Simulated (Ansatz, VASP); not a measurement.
## Hg: VASP beside Ansatz

```xyz
1
Lattice="3.0936 0.0155 0.0155 0.0155 3.0936 0.0155 0.0155 0.0155 3.0936" Properties=species:S:1:pos:R:3 pbc="T T T"
Hg    0.0000    0.0000    0.0000
```

Change from the starting cell: equal xy, yz and zx shear strains of +1 %, PAW files.

Alike in both runs: task electric field gradients; functional PBE; k mesh 12 × 12 × 12; occupations fermi-dirac, width 0.05 eV; no spin polarisation.

|  | VASP | Ansatz |
| --- | --- | --- |
| version | VASP 6.6.1 | Ansatz 0.2.0 |
| potentials or method | VASP PAW PBE potentials, release 64 (Hg) | PAW with Ansatz's default frozen-core files, scalar-relativistic |
| plane-wave cutoff (eV) | 520 | 420 |
| valence electrons in the cell | 12 | 20 |

|  | VASP | Ansatz | Ansatz less VASP |
| --- | --- | --- | --- |
| pressure (GPa) | 0.2 | 0.0 | -0.18 |
| size of Vzz on the site where it differs most (V/Å²) | 5.7 | 5.2 | -0.56 |

VASP's potentials hold 12 valence electrons a cell and Ansatz's 20, so a difference there can come from the potentials and not from the codes.

Spin-orbit coupling is off throughout.
